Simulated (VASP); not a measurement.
# CuO (P4/nmm) in VASP: notebook, part 3 of 3

VASP 6.6.1. Earlier steps stand in the parts before.

### Step 6. Single point, PBEsol

This run uses another cell than the first one, of 11.72 Å³/atom, 0.962 times its volume.

INCAR reads:

```
SYSTEM = CuO
  PREC = Accurate
  ENCUT = 520
  EDIFF = 1E-7
  ISMEAR = -1
  SIGMA = 0.05
  LREAL = .FALSE.
  LASPH = .TRUE.
  NELM = 100
  ALGO = Normal
  ISIF = 2
  LWAVE = .FALSE.
  LCHARG = .FALSE.
  GGA = PS
  NBANDS = 25
```

KPOINTS reads:

```
regular mesh
0
G
  5 5 4
  0 0 0
```

POSCAR reads:

```
CuO
1.0
    3.1754955000      0.0000000000      0.0000000000
    0.0000000000      3.1754955000      0.0000000000
    0.0000000000      0.0000000000      4.6495318700
Cu O
2 2
Direct
    0.0000000000      0.0000000000      0.0000000000
    0.5000000000      0.5000000000      0.0000000000
    0.5000000000      0.0000000000      0.2670000000
    0.0000000000      0.5000000000      0.7330000000
```

Potentials or basis: VASP PAW PBE potentials, release 64 (Cu, O).

On the command line:

```console
> cat potpaw_PBE.64/Cu/POTCAR potpaw_PBE.64/O/POTCAR > POTCAR
> mpirun -np 1 vasp_std > vasp.out
```

OUTCAR:

```text
SYSTEM = CuO
   PREC = Accurate
   ENCUT = 520
   EDIFF = 1E-7
   ISMEAR = -1
   LREAL = .FALSE.
   LASPH = .TRUE.
   NELM = 100
   ISIF = 2
   GGA = PS

 ion  position               nearest neighbor table
   1  0.000  0.000  0.000-   3 2.02   4 2.02   4 2.02   3 2.02   2 2.25   2 2.25   2 2.25   2 2.25

   2  0.500  0.500  0.000-   3 2.02   4 2.02   3 2.02   4 2.02   1 2.25   1 2.25   1 2.25   1 2.25

   3  0.500  0.000  0.267-   1 2.02   2 2.02   2 2.02   1 2.02
   4  0.000  0.500  0.733-   1 2.02   2 2.02   1 2.02   2 2.02

  LATTYP: Found a simple tetragonal cell.
 ALAT       =     3.1754955000
 C/A-ratio  =     1.4641909806

  Lattice vectors:

 A1 = (   3.1754955000,   0.0000000000,   0.0000000000)
 A2 = (   0.0000000000,   3.1754955000,   0.0000000000)
 A3 = (   0.0000000000,   0.0000000000,   4.6495318700)

Analysis of symmetry for initial positions (statically):
=====================================================================
 Subroutine PRICEL returns:
 Original cell was already a primitive cell.

 Routine SETGRP: Setting up the symmetry group for a
 simple tetragonal supercell.

 Subroutine GETGRP returns: Found 16 space group operations
 (whereof  8 operations were pure point group operations)
 out of a pool of 16 trial point group operations.

The static configuration has the point symmetry D_2d.
 The point group associated with its full space group is D_4h.

Analysis of symmetry for dynamics (positions and initial velocities):
=====================================================================
 Subroutine PRICEL returns:
 Original cell was already a primitive cell.

 Routine SETGRP: Setting up the symmetry group for a
 simple tetragonal supercell.

 Subroutine GETGRP returns: Found 16 space group operations
 (whereof  8 operations were pure point group operations)
 out of a pool of 16 trial point group operations.

The dynamic configuration has the point symmetry D_2d.
 The point group associated with its full space group is D_4h.

[... 112 lines left out ...]
   IALGO  =     38    algorithm
   IMIX   =      4    mixing-type and parameters
     AMIX     =   0.40;   BMIX     =  1.00
     AMIX_MAG =   1.60;   BMIX_MAG =  1.00
  volume/ion in A,a.u.               =      11.72        79.10
  Fermi-wavevector in a.u.,A,eV,Ry     =   1.470812  2.779431 29.433305  2.163287
  Thomas-Fermi vector in A             =   2.586023
   LORBIT       =      0    0 simple, 1 ext, 2 COOP (PROOUT), +10 PAW based schemes
   GGA     = PS    functional components
   LHFCALC =     F    Hartree Fock is set to
   AEXX    =    0.0000 exact exchange contribution
   IVDW    =     0    specifies the selected vdW correction
   LEPSILON=     F    determine dielectric tensor
   LRPA    =     F    only Hartree local field effects (RPA)
 non-spin polarized calculation
  energy-cutoff  :      520.00
  volume of cell :       46.88
 maximum number of plane-waves:      1277
 NGX is ok and might be reduce to    24
   NGX = 11   NGY = 11   NGZ = 17

 number of electron      34.0000034 magnetization

 Free energy of the ion-electron system (eV)
  ---------------------------------------------------
  ext. energy  EPLUGINS =         0.00000000
  ---------------------------------------------------
  free energy    TOTEN  =       -17.93433936 eV

  energy without entropy =      -17.87686281  energy(sigma->0) =      -17.90560108

 E-fermi :   2.9610     XC(G=0): -10.9858

 val. band max:        2.9542698143   @ k =   0.4000   0.0000   0.5000
 cond. band min:       2.9965425775   @ k =   0.4000   0.0000   0.2500
 fundamental gap:      0.0422727632
 Fermi energy:         2.9609955456

 k-point     1 :       0.0000    0.0000    0.0000
  band No.  band energies     occupation
      1     -15.4908      2.00000
      2     -14.6582      2.00000
      3      -3.4565      2.00000
      4      -2.4583      2.00000
      5      -1.9663      2.00000
      6      -1.9663      2.00000
[... 493 lines left out ...]
     24      16.1362      0.00000
     25      17.1903      0.00000

------------------------ aborting loop because EDIFF is reached ----------------------------------------

  FORCE on cell =-STRESS in cart. coord.  units (eV):
  Direction    XX          YY          ZZ          XY          YZ          ZX
  --------------------------------------------------------------------------------------
  -------------------------------------------------------------------------------------
  Total        6.5177279      6.5177279     -3.8377725      0.0000000     -0.0000000      0.0000000
  in kB      222.7278763    222.7278763   -131.1467623      0.0000000     -0.0000000      0.0000000
  external PRESSURE =     104.7696635 kB  Pullay stress =       0.0000000 kB

 VOLUME and BASIS-vectors are now :
 -----------------------------------------------------------------------------
  energy-cutoff  :      520.00
  volume of cell :       46.88
      direct lattice vectors                 reciprocal lattice vectors
     3.175495500  0.000000000  0.000000000     0.314911484  0.000000000  0.000000000
     0.000000000  3.175495500  0.000000000     0.000000000  0.314911484  0.000000000
     0.000000000  0.000000000  4.649531870     0.000000000  0.000000000  0.215075416

 POSITION                                       TOTAL-FORCE (eV/Angst)
 -----------------------------------------------------------------------------------
      0.00000      0.00000      0.00000         0.000000     -0.000000      0.000000
      1.58775      1.58775      0.00000         0.000000      0.000000      0.000000
      1.58775      0.00000      1.24143         0.000000     -0.000000     -1.226598
      0.00000      1.58775      3.40811         0.000000     -0.000000      1.226598
 -----------------------------------------------------------------------------------
    total drift:                                0.000000     -0.000000     -0.000000

  FREE ENERGIE OF THE ION-ELECTRON SYSTEM (eV)
  ---------------------------------------------------
  free  energy   TOTEN  =       -17.9343393575 eV

  energy  without entropy=      -17.8768628081  energy(sigma->0) =      -17.90560108
```

OSZICAR:

```text
N       E                     dE             d eps       ncg     rms          rms(c)
DAV:   1     0.308459277139E+03    0.30846E+03   -0.16460E+04   932   0.210E+03
DAV:   2     0.168122232313E+02   -0.29165E+03   -0.27046E+03   918   0.397E+02
DAV:   3    -0.230140011739E+02   -0.39826E+02   -0.37224E+02  1106   0.161E+02
DAV:   4    -0.246126788511E+02   -0.15987E+01   -0.15848E+01  1121   0.349E+01
DAV:   5    -0.246489623872E+02   -0.36284E-01   -0.36275E-01  1145   0.494E+00    0.193E+01
DAV:   6    -0.260865670816E+02   -0.14376E+01   -0.49773E+01  1321   0.205E+02    0.184E+01
DAV:   7    -0.178966307969E+02    0.81899E+01   -0.15369E+01  1190   0.121E+02    0.340E+00
DAV:   8    -0.180132371883E+02   -0.11661E+00   -0.20642E+00  1152   0.121E+01    0.219E+00
DAV:   9    -0.179584223595E+02    0.54815E-01   -0.51134E-02  1339   0.381E+00    0.137E+00
DAV:  10    -0.179353436113E+02    0.23079E-01   -0.35202E-02  1396   0.446E+00    0.415E-01
DAV:  11    -0.179347000203E+02    0.64359E-03   -0.58716E-03  1180   0.763E-01    0.240E-01
DAV:  12    -0.179343292006E+02    0.37082E-03   -0.10685E-03  1418   0.947E-01    0.782E-02
DAV:  13    -0.179343550169E+02   -0.25816E-04   -0.50631E-04  1405   0.444E-01    0.337E-02
DAV:  14    -0.179343388002E+02    0.16217E-04   -0.35974E-05  1312   0.241E-01    0.475E-03
DAV:  15    -0.179343393744E+02   -0.57416E-06   -0.76959E-06  1026   0.253E-02    0.182E-03
DAV:  16    -0.179343393575E+02    0.16892E-07   -0.40868E-07  1055   0.116E-02
   1 F= -.17934339E+02 E0= -.17905601E+02  d E =-.574765E-01
```

stdout:

```text
POSCAR found type information on POSCAR CuO
 POSCAR found :  2 types and       4 ions
 scaLAPACK will be used
 -----------------------------------------------------------------------------
|                                                                             |
|                                                                             |
|     You enforced a specific xc type in the INCAR file but a different       |
|     I HOPE YOU KNOW WHAT YOU ARE DOING!                                     |
|                                                                             |
 -----------------------------------------------------------------------------

 LDA part: xc-table for (Slater+PW92), standard interpolation
 POSCAR, INCAR and KPOINTS ok, starting setup
 FFT: planning ... GRIDC
 FFT: planning ... GRID_SOFT
 FFT: planning ... GRID
 WAVECAR not read
 entering main loop
```

It took 10 s on 1 thread of Intel Xeon 6975P-C (Granite Rapids), shared host; peak memory 0.15 GiB.

Results:

- Free energy: -17.9343 eV
- Pressure: 10.5 GPa
- Largest force: 1.227 eV/Å
- Band gap on the k mesh: zero (band 17 reaches 3.41 eV, above the bottom of band 18 at 2.60 eV)

Forces in eV/Å, atoms in the order of the input:
```
Cu   0.000  0.000  0.000
Cu   0.000  0.000  0.000
O    0.000  0.000 -1.227
O    0.000  0.000  1.227
```

Caveat: the k points lie up to 0.40 Å⁻¹ apart; the PAW data sets were made with another functional, which shifts forces and pressure a little; semilocal functionals often make such compounds metallic where correlation or magnetic order opens a gap, which also shifts bond lengths. With open d or f shells a metallic result of PBEsol can be an artefact of self-interaction; +U or a hybrid may open a gap.

### Step 7. The runs side by side

```tsv
level	potentials or basis	cell	k mesh	gap on the mesh (eV)	pressure (GPa)	largest force (eV/Å)
PBE	VASP PAW PBE potentials, release 64 (Cu, O)	a = 3.217, b = 3.217, c = 4.711 Å, 4 atoms	8 × 8 × 6	none	10.8	1.27
PBE	VASP PAW PBE potentials, release 64 (Cu, O)	a = 3.238, b = 3.238, c = 4.741 Å, 4 atoms	8 × 8 × 6	none	7.9	1.46
LDA	VASP PAW LDA potentials, release 64 (Cu, O)	a = 3.175, b = 3.175, c = 4.650 Å, 4 atoms	5 × 5 × 4	none	4.7	1.61
PBE	VASP PAW PBE potentials, release 64 (Cu, O)	a = 3.175, b = 3.175, c = 4.650 Å, 4 atoms	5 × 5 × 4	none	17.4	0.81
PBEsol	VASP PAW PBE potentials, release 64 (Cu, O)	a = 3.175, b = 3.175, c = 4.650 Å, 4 atoms	5 × 5 × 4	none	10.5	1.23
```

Alike in all rows: task single point; no spin polarisation; cutoff (eV) 520; smearing fermi-dirac 0.05 eV.

Caveats: some runs use coarse meshes; semilocal functionals often make such compounds metallic where correlation or magnetic order opens a gap, which also shifts bond lengths; forces of over 1 eV/Å act on the atoms, so gaps and moduli don't describe the material at rest (some runs); the PAW data sets were made with another functional, which shifts forces and pressure a little (some runs).

Total energies depend on the potentials used, so only differences within one code and one set of settings carry meaning.
